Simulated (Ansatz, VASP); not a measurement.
# Two plane-wave programs on SiC3

The input INCAR:

```
SYSTEM = SiC3
ALGO = Normal
EDIFF = 1E-6
EDIFFG = -0.01
ENCUT = 600
GGA = PE
IBRION = 2
ISIF = 3
ISMEAR = 0
LASPH = .TRUE.
LCHARG = .FALSE.
LREAL = .FALSE.
LWAVE = .FALSE.
NELM = 60
NSW = 100
PREC = Accurate
SIGMA = 0.1
```

KPOINTS

```
k-points
0
G
  14 14 14
  0 0 0
```

The input POSCAR:

```
SiC3
1.0
    3.5756617821      0.0000000000      0.0000000000
    0.0000000000      3.5756617821      0.0000000000
    0.0000000000      0.0000000000      3.4043554892
Si C
1 3
Direct
    0.0000000000      0.0000000000      0.0000000000
    0.5000000000      0.5000000000      0.1987646050
    0.0000000000      0.0000000000      0.5000000000
    0.5000000000      0.5000000000      0.8012353950
```

Input for Ansatz:

```yaml
crystal:
  lattice:
    - [3.5756617821, 0.0, 0.0]
    - [0.0, 3.5756617821, 0.0]
    - [0.0, 0.0, 3.4043554892]
  atoms:
    - { symbol: Si, position: [0.0, 0.0, 0.0] }
    - { symbol: C, position: [0.5, 0.5, 0.198764605] }
    - { symbol: C, position: [0.0, 0.0, 0.5] }
    - { symbol: C, position: [0.5, 0.5, 0.801235395] }
basis:
  ecutwfc: 420
kpoints:
  mp_grid: { grid: [14, 14, 14] }
hamiltonian:
  xc: pbe
scf:
  occupations: { method: gaussian, width: 0.1 }
output:
  forces: true
  stress: true
  eigenvalues: true
relax:
  adjacent_minimum: "off"
  f_tol: 0.01
  max_steps: 80
  cell: { stress_tol: 0.05 }
```

Alike in both runs: task relaxation of cell and atoms; functional PBE; k mesh 14 × 14 × 14; occupations gaussian, width 0.1 eV; no spin polarisation.

|  | VASP | Ansatz |
| --- | --- | --- |
| version | VASP 6.6.1 | Ansatz 0.2.0 |
| potentials or method | VASP PAW PBE potentials, release 64 (Si, C), cutoff 600 eV | scalar-relativistic, plane waves, PAW |
| valence electrons in the cell | 16 | 16 |

```tsv
	VASP	Ansatz	Ansatz less VASP
gap on the k mesh at the Fermi level, each at its own relaxed structure (eV)	1.04	1.14	+0.099
relaxed volume (Å³/atom)	16.68	24.05	+7.371
relaxed length of the cell vector where the two differ most in proportion (Å)	4.672	5.610	+0.9377
```

One of these differences is far larger than is usual between the two programs; its cause wasn't traced.

Noted on VASP's run: the volume moved by over 15 % at a fixed basis, so the end points are rough.
